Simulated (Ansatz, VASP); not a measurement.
## Sn: VASP beside Ansatz

The input INCAR:

```
SYSTEM = Sn
ALGO = Fast ; EDIFF = 1E-7
ENCUT = 520 ; GGA = PS
ISIF = 2 ; ISMEAR = 0
LASPH = .TRUE. ; LCHARG = .TRUE.
LELF = .TRUE. ; LREAL = .FALSE.
LVHAR = .TRUE. ; LWAVE = .FALSE.
NBANDS = 21 ; NELM = 100
PREC = Accurate ; SIGMA = 0.15
```

File KPOINTS:

```
k-points
0
G
  22 22 22
  0 0 0
```

The input POSCAR:

```
Sn
1.0
   -2.7644050261      2.7644050261      1.5869856508
    2.7644050261     -2.7644050261      1.5869856508
    2.7644050261      2.7644050261     -1.5869856508
Sn
2
Direct
    0.7500000000      0.2500000000      0.5000000000
    0.0000000000      0.0000000000      0.0000000000
```

Input for Ansatz:

```yaml
crystal:
  lattice:
    - [-2.7644050261, 2.7644050261, 1.5869856508]
    - [2.7644050261, -2.7644050261, 1.5869856508]
    - [2.7644050261, 2.7644050261, -1.5869856508]
  atoms:
    - { symbol: Sn, position: [0.75, 0.25, 0.5] }
    - { symbol: Sn, position: [0.0, 0.0, 0.0] }
basis:
  ecutwfc: 420
kpoints:
  mp_grid: { grid: [22, 22, 22] }
hamiltonian:
  xc: pbesol
scf:
  occupations: { method: gaussian, width: 0.15 }
output:
  forces: true
  stress: true
  eigenvalues: true
```

Change from the starting cell: strain -0.050 along x and y, +0.000 along z, atoms carried along.

Alike in both runs: task single point; functional PBEsol; k mesh 22 × 22 × 22; occupations gaussian, width 0.15 eV; no spin polarisation.

|  | VASP | Ansatz |
| --- | --- | --- |
| version | VASP 6.6.1 | Ansatz 0.2.0 |
| potentials or method | VASP PAW PBE potentials, release 64 (Sn_d), cutoff 520 eV | scalar-relativistic, plane waves, PAW |
| valence electrons in the cell | 28 | 28 |

VASP gave:

```
gap on the k mesh at the Fermi level (eV)                     : none
pressure (GPa)                                                : 7.8
traceless stress, the component that is largest in VASP (GPa) : -3.66
```

Question: What did Ansatz give for the same quantities?

Answer: gap on the k mesh at the Fermi level (eV): none; pressure (GPa): 7.7; traceless stress, the component that is largest in VASP (GPa): -3.66.

VASP's potentials were made for PBE, not for PBEsol. A gap of «none» marks a metal or a gap that the smearing closes.
